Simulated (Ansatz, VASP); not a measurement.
# AlN in VASP and in Ansatz

The input INCAR:

```
PREC = Accurate
ENCUT = 520
EDIFF = 1E-6
ISMEAR = 0
SIGMA = 0.05
LREAL = False
LASPH = True
NELM = 80
ALGO = Normal
ISIF = 2
LWAVE = False
LCHARG = True
GGA = PS
LELF = True
LVHAR = True
NBANDS = 16
```

File KPOINTS:

```
Automatic mesh
0
Gamma
  9 9 6
```

POSCAR

```
AlN
1.0
    3.2025000000      0.0000000000      0.0000000000
   -1.6012500000      2.7734463556      0.0000000000
    0.0000000000      0.0000000000      4.2655000000
Al N
2 2
Direct
    0.3333333333      0.6666666667      0.7500000000
    0.6666666667      0.3333333333      0.2500000000
    0.3333333333      0.6666666667      0.2500000000
    0.6666666667      0.3333333333      0.7500000000
```

Input for Ansatz:

```yaml
crystal:
  lattice:
    - [3.2025, 0.0, 0.0]
    - [-1.60125, 2.7734463556, 0.0]
    - [0.0, 0.0, 4.2655]
  atoms:
    - { symbol: Al, position: [0.3333333333, 0.6666666667, 0.75] }
    - { symbol: Al, position: [0.6666666667, 0.3333333333, 0.25] }
    - { symbol: "N", position: [0.3333333333, 0.6666666667, 0.25] }
    - { symbol: "N", position: [0.6666666667, 0.3333333333, 0.75] }
basis:
  ecutwfc: 520.0
kpoints:
  mp_grid: { grid: [9, 9, 6] }
hamiltonian:
  xc: pbesol
scf:
  occupations: { method: gaussian, width: 0.05 }
output:
  forces: true
  stress: true
  eigenvalues: true
```

Alike in both runs: task single point; functional PBEsol; k mesh 9 × 9 × 6; occupations gaussian, width 0.05 eV; no spin polarisation.

|  | VASP | Ansatz |
| --- | --- | --- |
| version | VASP 6.6.1 | Ansatz 0.2.0 |
| potentials or method | VASP PAW PBE potentials, release 64 (Al, N), cutoff 520 eV | scalar-relativistic, plane waves, PAW |
| valence electrons in the cell | 16 | 16 |

VASP gave:

* gap on the k mesh at the Fermi level (eV): 3.45
* least direct gap on the mesh (eV): 3.45
* pressure (GPa): 10.1
* traceless stress, the component that is largest in VASP (GPa): -10.43

Question: Estimate Ansatz's values.

Answer: gap on the k mesh at the Fermi level (eV): 3.43; least direct gap on the mesh (eV): 3.43; pressure (GPa): 10.1; traceless stress, the component that is largest in VASP (GPa): -10.29.

VASP's potentials were made for PBE, not for PBEsol. The functional is the same, so the differences come from potentials, cutoffs and numerics.
